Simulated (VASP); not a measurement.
# TlCl (Pm-3m) in VASP: further runs

TlCl is run at these levels: PBEsol; tasks: relaxation of cell and atoms.

All numbers are computed with VASP 6.6.1; they aren't measurements. Logs are shortened: lines on timing, memory, paths and dates and some standing lists are left out, and cuts for length are marked.

## (1) The cell of the first run

Symmetry: Pm-3m, No. 221, cubic system. Conventional cell: a = 3.769 Å, b = 3.769 Å, c = 3.769 Å, α = 90.00°, β = 90.00°, γ = 90.00°. Tl (site symmetry m-3m) has 8 Cl at 3.26 Å and 6 Tl at 3.77 Å within 4.3 Å. Within 4.3 Å of Cl (site symmetry m-3m) lie 8 Tl at 3.26 Å and 6 Cl at 3.77 Å.

## (2) Relaxation of cell and atoms, PBEsol, target pressure 7 GPa, at which the enthalpy is minimised

The input, INCAR:

```
PREC = Accurate
ENCUT = 500
EDIFF = 1E-7
ISMEAR = 0
SIGMA = 0.01
LREAL = F
LASPH = T
NELM = 120
ALGO = Normal
ISIF = 3
LWAVE = F
LCHARG = F
GGA = PS
IBRION = 2
NSW = 100
EDIFFG = -0.002
PSTRESS = 70.0
GGA_COMPAT = F
NELMIN = 4
```

The input, KPOINTS:

```
Automatic mesh
0
Gamma
  6 6 6
```

The input, POSCAR:

```
TlCl
1.0
    3.7692256933      0.0000000000      0.0000000000
    0.0000000000      3.7692256933      0.0000000000
    0.0000000000      0.0000000000      3.7692256933
Tl Cl
1 1
Direct
    0.0000000000      0.0000000000      0.0000000000
    0.5000000000      0.5000000000      0.5000000000
```

Potentials or basis: VASP PAW PBE potentials, release 64 (Tl_d, Cl).

Launch:

```bash
$ cat potpaw_PBE.64/Tl_d/POTCAR potpaw_PBE.64/Cl/POTCAR > POTCAR
$ mpirun -np 1 vasp_std > vasp.out
```

OUTCAR:

```text
PREC = Accurate
   ENCUT = 500
   EDIFF = 1E-7
   ISMEAR = 0
   LREAL = F
   LASPH = T
   NELM = 120
   ISIF = 3
   GGA = PS
   IBRION = 2
   NSW = 100
   EDIFFG = -0.002
   PSTRESS = 70.0
   NELMIN = 4

 ion  position               nearest neighbor table
   1  0.000  0.000  0.000-   2 3.26   2 3.26   2 3.26   2 3.26   2 3.26   2 3.26   2 3.26   2 3.26

   2  0.500  0.500  0.500-   1 3.26   1 3.26   1 3.26   1 3.26   1 3.26   1 3.26   1 3.26   1 3.26

  LATTYP: Found a simple cubic cell.
 ALAT       =     3.7692256933

  Lattice vectors:

 A1 = (   3.7692256933,   0.0000000000,   0.0000000000)
 A2 = (   0.0000000000,   3.7692256933,   0.0000000000)
 A3 = (   0.0000000000,   0.0000000000,   3.7692256933)

Analysis of symmetry for initial positions (statically):
=====================================================================
 Subroutine PRICEL returns:
 Original cell was already a primitive cell.

 Routine SETGRP: Setting up the symmetry group for a
 simple cubic supercell.

 Subroutine GETGRP returns: Found 48 space group operations
 (whereof 48 operations were pure point group operations)
 out of a pool of 48 trial point group operations.

The static configuration has the point symmetry O_h .

Analysis of symmetry for dynamics (positions and initial velocities):
=====================================================================
 Subroutine PRICEL returns:
 Original cell was already a primitive cell.

 Routine SETGRP: Setting up the symmetry group for a
 simple cubic supercell.

 Subroutine GETGRP returns: Found 48 space group operations
 (whereof 48 operations were pure point group operations)
 out of a pool of 48 trial point group operations.

The dynamic configuration has the point symmetry O_h .

 Subroutine INISYM returns: Found 48 space group operations
 (whereof 48 operations are pure point group operations),
 and found     1 'primitive' translations

----------------------------------------------------------------------------------------

                                     Primitive cell

  volume of cell :      53.5496

  direct lattice vectors                    reciprocal lattice vectors
     3.769225693  0.000000000  0.000000000     0.265306480  0.000000000  0.000000000
     0.000000000  3.769225693  0.000000000     0.000000000  0.265306480  0.000000000
     0.000000000  0.000000000  3.769225693     0.000000000  0.000000000  0.265306480

  length of vectors
     3.769225693  3.769225693  3.769225693     0.265306480  0.265306480  0.265306480

  position of ions in fractional coordinates (direct lattice)
     0.000000000  0.000000000  0.000000000
[... 78 lines left out ...]
   NFREE  =      1    steps in history (QN), initial steepest desc. (CG)
   ISIF   =      3    stress and relaxation
   ISYM   =      2    0-nonsym 1-usesym 2-fastsym
   POTIM  = 0.5000    time-step for ionic-motion
   TEBEG  =    0.0;   TEEND  =   0.0 temperature during run
   PSTRESS=   70.0 pullay stress
   NELECT =      20.0000    total number of electrons
   NUPDOWN=      -1.0000    fix difference up-down
   EMIN   =  10.00;   EMAX   =-10.00  energy-range for DOS
   EFERMI =   0.00;   METHOD = LEGACY
   ISMEAR =     0;   SIGMA  =   0.01  broadening in eV -4-tet -1-fermi 0-gaus
   EFERMI_NEDOS =   21; number of points for ismear=-14 and -15
   IALGO  =     38    algorithm
   IMIX   =      4    mixing-type and parameters
     AMIX     =   0.40;   BMIX     =  1.00
     AMIX_MAG =   1.60;   BMIX_MAG =  1.00
  volume/ion in A,a.u.               =      26.77       180.69
  Fermi-wavevector in a.u.,A,eV,Ry     =   1.178961  2.227913 18.911397  1.389948
  Thomas-Fermi vector in A             =   2.315280
   LORBIT       =      0    0 simple, 1 ext, 2 COOP (PROOUT), +10 PAW based schemes
   GGA     = PS    functional components
   LHFCALC =     F    Hartree Fock is set to
   AEXX    =    0.0000 exact exchange contribution
   IVDW    =     0    specifies the selected vdW correction
   LEPSILON=     F    determine dielectric tensor
   LRPA    =     F    only Hartree local field effects (RPA)
 conjugate gradient relaxation of ions
 non-spin polarized calculation
 Gauss-broadening in eV      SIGMA  =   0.01
  energy-cutoff  :      500.00
  volume of cell :       53.55
 maximum number of plane-waves:      1388
 NGX is ok and might be reduce to    28
   NGX = 13   NGY = 13   NGZ = 13

--------------------------------------- Ionic step        1  -------------------------------------------

 number of electron      20.0000008 magnetization

 Free energy of the ion-electron system (eV)
  ---------------------------------------------------
  ext. energy  EPLUGINS =         0.00000000
  ---------------------------------------------------
  free energy    TOTEN  =        -6.46876526 eV

  energy without entropy =       -6.46876526  energy(sigma->0) =       -6.46876526

 E-fermi :   3.3239     XC(G=0):  -9.6202

 val. band max:        3.1996124218   @ k =   0.5000   0.0000   0.0000
 cond. band min:       4.9997976030   @ k =   0.5000   0.0000   0.0000
 fundamental gap:      1.8001851812
 Fermi energy:         3.3239155327

 k-point     1 :       0.0000    0.0000    0.0000
  band No.  band energies     occupation
      1     -10.9065      2.00000
      2      -6.8287      2.00000
      3      -6.8287      2.00000
      4      -6.5411      2.00000
      5      -6.5411      2.00000
      6      -6.5411      2.00000
      7      -1.5664      2.00000
      8       1.4071      2.00000
      9       1.4071      2.00000
     10       1.4071      2.00000
     11      10.7298      0.00000
     12      10.7298      0.00000
     13      11.1312      0.00000
     14      11.1312      0.00000
[... 430 lines left out ...]
  energy  without entropy=       -6.3258673195  energy(sigma->0) =       -6.32586732

  enthalpy is  TOTEN    =        -4.3251848081 eV   P V=        2.0006825114

[... ionic steps 4 to 12 ...]

--------------------------------------- Ionic step       13  -------------------------------------------

 number of electron      20.0000005 magnetization

------------------------ aborting loop because EDIFF is reached ----------------------------------------
[... 71 lines left out ...]
--------------------------------------- Ionic step       15  -------------------------------------------

 number of electron      20.0000006 magnetization

 Free energy of the ion-electron system (eV)
  ---------------------------------------------------
  ext. energy  EPLUGINS =         0.00000000
  ---------------------------------------------------
  free energy    TOTEN  =        -6.32670170 eV

  energy without entropy =       -6.32670170  energy(sigma->0) =       -6.32670170

 E-fermi :   5.4181     XC(G=0): -10.4113

 val. band max:        5.2994454801   @ k =   0.5000   0.0000   0.0000
 cond. band min:       6.6144899232   @ k =   0.5000   0.0000   0.0000
 fundamental gap:      1.3150444431
 Fermi energy:         5.4181145029

 k-point     1 :       0.0000    0.0000    0.0000
  band No.  band energies     occupation
      1     -10.0537      2.00000
      2      -5.3034      2.00000
      3      -5.3034      2.00000
      4      -4.8595      2.00000
      5      -4.8595      2.00000
      6      -4.8595      2.00000
      7       0.0525      2.00000
      8       2.6080      2.00000
      9       2.6080      2.00000
     10       2.6080      2.00000
     11      12.2728      0.00000
     12      12.2728      0.00000
     13      13.7938      0.00000
     14      13.7938      0.00000
[... 354 lines left out ...]
  energy  without entropy=       -6.3267016997  energy(sigma->0) =       -6.32670170

  enthalpy is  TOTEN    =        -4.3251852875 eV   P V=        2.0015164122

 reached required accuracy - stopping structural energy minimisation
```

OSZICAR:

```text
N       E                     dE             d eps       ncg     rms          rms(c)
DAV:   1     0.983160449948E+02    0.98316E+02   -0.10216E+04   592   0.125E+03
DAV:   2    -0.267032781309E+01   -0.10099E+03   -0.97971E+02   722   0.252E+02
DAV:   3    -0.674257879196E+01   -0.40723E+01   -0.40659E+01   626   0.463E+01
[... 108 lines left out ...]
DAV:   2    -0.632673517465E+01    0.25001E-03   -0.49358E-04   560   0.193E-01    0.324E-02
DAV:   3    -0.632670052350E+01    0.34651E-04   -0.13204E-04   560   0.103E-01    0.250E-02
DAV:   4    -0.632670147181E+01   -0.94830E-06   -0.35068E-06   560   0.157E-02    0.569E-03
DAV:   5    -0.632670167658E+01   -0.20477E-06   -0.60514E-07   602   0.671E-03    0.141E-03
DAV:   6    -0.632670169969E+01   -0.23109E-07   -0.40895E-08   280   0.174E-03
  15 F= -.43251853E+01 E0= -.43251853E+01  d E =-.609393E-04
```

CONTCAR:

```text
TlCl
   1.00000000000000
     3.5781392065123065    0.0000000000000000   -0.0000000000000000
    -0.0000000000000000    3.5781392065123065    0.0000000000000000
     0.0000000000000000    0.0000000000000000    3.5781392065123065
  Tl              Cl
     1     1
Direct
     0.0000000000000000    1.0000000000000000    0.0000000000000000
     0.5000000000000000    0.5000000000000000    0.5000000000000000

  0.00000000E+00  0.00000000E+00  0.00000000E+00
  0.00000000E+00  0.00000000E+00  0.00000000E+00
```

Run time: 2.8 min. Hardware: 1 thread of Intel Xeon Platinum 8259CL at 2.50GHz (Skylake/Cascade Lake), shared host; peak memory 0.16 GiB.

What came out:

```yaml
Free_energy: -6.3267 eV
Relaxed_volume: 22.91 Å³/atom
Relaxed_cell: a = 3.578 Å, b = 3.578 Å, c = 3.578 Å, α = 90.00°, β = 90.00°, γ = 90.00°
Space_group_after_relaxing_to_0.1_Å: Pm-3m (No. 221)
Energy_change_on_relaxing_the_run_minimises_the_enthalpy: +71.0 meV/atom
Ionic_steps: 15
Pressure_after_relaxing: 7.0 GPa
Band_gap_on_the_k_mesh: 1.32 eV
```

The path:
```csv
step,energy change (eV),largest force (eV/Å),pressure (GPa),volume (Å³)
1,0.0000,0.0000,-0.06,53.55
2,0.1849,0.0000,8.31,44.91
3,0.1429,0.0000,7.02,45.79
4,0.1365,0.0000,6.82,45.94
5,0.1367,0.0000,6.82,45.94
6,0.1372,0.0000,6.84,45.92
7,0.1372,0.0000,6.84,45.92
8,0.1372,0.0000,6.84,45.92
9,0.1372,0.0000,6.84,45.92
10,0.1373,0.0000,6.84,45.92
11,0.1375,0.0000,6.84,45.92
12,0.1378,0.0000,6.86,45.91
13,0.1384,0.0000,6.88,45.90
14,0.1396,0.0000,6.91,45.87
15,0.1421,0.0000,6.99,45.81
```

Final structure:
```
Tl Cl
1.0
     3.57814    0.00000    0.00000
     0.00000    3.57814    0.00000
     0.00000    0.00000    3.57814
Tl Cl
1 1
Cartesian
  0.0000 3.5781 0.0000
  1.7891 1.7891 1.7891
```

Caveat: the cell is relaxed towards a set pressure, so the run minimises the enthalpy, not the energy; the PAW data sets were made with another functional, which shifts forces and pressure a little; spin-orbit coupling is left out, which moves the levels of the heavy elements. A k mesh can miss the band edges.

## (3) Relaxation of cell and atoms, PBEsol, target pressure 10 GPa, at which the enthalpy is minimised

The input, INCAR:

```
SYSTEM = TlCl
  PREC = Accurate
  ENCUT = 500
  EDIFF = 1E-7
  ISMEAR = 0
  SIGMA = 0.01
  LREAL = .FALSE.
  LASPH = .TRUE.
  NELM = 120
  ALGO = Normal
  ISIF = 3
  LWAVE = .FALSE.
  LCHARG = .FALSE.
  GGA = PS
  IBRION = 2
  NSW = 100
  EDIFFG = -0.002
  PSTRESS = 100.0
  GGA_COMPAT = .FALSE.
  NELMIN = 4
```

The input, KPOINTS:

```
Automatic mesh
0
G
  6 6 6
  0 0 0
```

POSCAR is that of step 2.

Potentials or basis: VASP PAW PBE potentials, release 64 (Tl_d, Cl).

Launch:

```bash
$ cat potpaw_PBE.64/Tl_d/POTCAR potpaw_PBE.64/Cl/POTCAR > POTCAR
$ mpirun -np 1 vasp_std > vasp.out
```

Wall time 2.7 min (1 thread of Intel Xeon Platinum 8259CL at 2.50GHz (Skylake/Cascade Lake), shared host); peak memory 0.16 GiB.

Results (log left out):

```
Free energy                                                : -6.2249 eV
Relaxed volume                                             : 21.94 Å³/atom
Relaxed cell                                               : a = 3.527 Å, b = 3.527 Å, c = 3.527 Å, α = 90.00°, β = 90.00°, γ = 90.00°
Space group after relaxing (to 0.1 Å)                      : Pm-3m (No. 221)
Energy change on relaxing (the run minimises the enthalpy) : +121.9 meV/atom
Ionic steps                                                : 16
Pressure after relaxing                                    : 10.0 GPa
Band gap on the k mesh                                     : 1.11 eV (least direct gap 1.17 eV)
```

The path:
| step | energy change (eV) | largest force (eV/Å) | pressure (GPa) | volume (Å³) |
| --- | --- | --- | --- | --- |
| 1 | 0.0000 | 0.0000 | -0.06 | 53.55 |
| 2 | 0.4221 | 0.0000 | 14.70 | 41.55 |
| 3 | 0.2445 | 0.0000 | 10.02 | 43.87 |
| 4 | 0.2333 | 0.0000 | 9.71 | 44.05 |
| 5 | 0.2337 | 0.0000 | 9.72 | 44.04 |
| 6 | 0.2347 | 0.0000 | 9.75 | 44.03 |
| 7 | 0.2348 | 0.0000 | 9.75 | 44.03 |
| 8 | 0.2348 | 0.0000 | 9.75 | 44.03 |
| 9 | 0.2349 | 0.0000 | 9.75 | 44.02 |
| 10 | 0.2351 | 0.0000 | 9.75 | 44.02 |
| 11 | 0.2355 | 0.0000 | 9.77 | 44.01 |
| 12 | 0.2362 | 0.0000 | 9.79 | 44.00 |
| 13 | 0.2378 | 0.0000 | 9.83 | 43.98 |
| 14 | 0.2408 | 0.0000 | 9.92 | 43.93 |
| 15 | 0.2471 | 0.0000 | 10.09 | 43.83 |
| 16 | 0.2439 | 0.0000 | 10.00 | 43.88 |

Final structure:
```xyz
2
Lattice="3.5271 0.0000 0.0000 0.0000 3.5271 0.0000 0.0000 0.0000 3.5271" Properties=species:S:1:pos:R:3 pbc="T T T"
Tl    0.0000    0.0000    0.0000
Cl    1.7636    1.7636    1.7636
```

Levels at points of the mesh, in eV from the valence-band top:
```tsv
k point	band 7	band 8	band 9	band 10	band 11	band 12	band 13	band 14
(0.00, 0.00, 0.00)	-5.39	-2.97	-2.97	-2.97	6.79	6.79	8.65	8.65
(0.50, 0.00, 0.00)	-7.44	-2.19	-2.19	0.00	1.17	6.18	6.18	7.31
(0.50, 0.50, 0.00)	-5.17	-5.17	-4.14	-2.23	4.90	4.90	7.95	9.40
(0.50, 0.50, 0.50)	-3.47	-3.47	-3.47	-2.09	1.11	1.11	1.11	14.08
```

Caveat: the cell is relaxed towards a set pressure, so the run minimises the enthalpy, not the energy; the volume moved by over 15 % at a fixed basis, so the end points are rough; the PAW data sets were made with another functional, which shifts forces and pressure a little; spin-orbit coupling is left out, which moves the levels of the heavy elements. A k mesh can miss the band edges.

(Part 1 of 2 ends here.)
